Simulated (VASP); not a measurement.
A run of VASP 6.6.1 is set up as follows.

Contents of INCAR:

```
SYSTEM = Ca
PREC = Accurate
ENCUT = 520
EDIFF = 1E-6
ISMEAR = 1
SIGMA = 0.05
LREAL = .False.
LASPH = .True.
NELM = 100
ALGO = Normal
ISIF = 2
LWAVE = .False.
LCHARG = .False.
NBANDS = 11
```

Contents of KPOINTS:

```
regular mesh
0
Gamma
  8 8 5
  0 0 0
```

The input POSCAR:

```
Ca
1.0
    4.1283377400      0.0000000000      0.0000000000
   -2.0641688700      3.5752453600      0.0000000000
    0.0000000000      0.0000000000      6.7887450800
Ca
1
Direct
    0.0000000000      0.0000000000      0.0000000000
```

Potentials or basis: VASP PAW LDA potentials, release 64 (Ca_sv).

The run is started by

```bash
$ cat potpaw_LDA.64/Ca_sv/POTCAR > POTCAR
$ mpirun -np 1 vasp_std > vasp.out
```

**Question.** What does it give for the pressure?

**Answer.** -1.5 GPa.

**Question.** What does it give for the band gap on the k mesh?

**Answer.** Zero (bands 5 and 6 overlap by 0.45 eV).

Stress tensor (GPa, compression positive):
```
-2.01  0.00  0.00
 0.00 -2.01  0.00
 0.00  0.00 -0.61
```
